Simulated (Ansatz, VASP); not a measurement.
# One calculation of TiCo, two programs

```
Ti Co
1.0
     2.98548    0.00000    0.00000
     0.00000    2.98548    0.00000
     0.00000    0.00000    2.98548
Ti Co
1 1
Direct
  0.50000 0.50000 0.50000
  0.00000 0.00000 0.00000
```

Alike in both runs: functional PBE; k mesh 14 × 14 × 14; occupations gaussian, width 0.1 eV; collinear spin.

Ansatz relaxed the structure, and its values are those at the end. VASP's run is a single point on that final structure, the one shown.

```csv
,VASP,Ansatz
version,VASP 6.6.1,Ansatz 0.2.0
potentials or method,"VASP PAW PBE potentials, release 64 (Ti_sv, Co), cutoff 520 eV","scalar-relativistic, plane waves, PAW"
valence electrons in the cell,21,29
```

```csv
,VASP,Ansatz,Ansatz less VASP
gap on the k mesh at the Fermi level (eV),none,none,-
pressure (GPa),-0.4,0.0,+0.44
net moment per atom (μB),0.44,0.44,+0.005
size of the moment on the site where the two differ most (μB),0.95,0.99,+0.034
```

Site moments also hang on the region over which each program counts them. A gap of «none» marks a metal or a gap that the smearing closes. The functional is the same, so the differences come from potentials, cutoffs and numerics. VASP's potentials hold 21 valence electrons a cell and Ansatz's 29, so a difference there can come from the potentials and not from the codes.
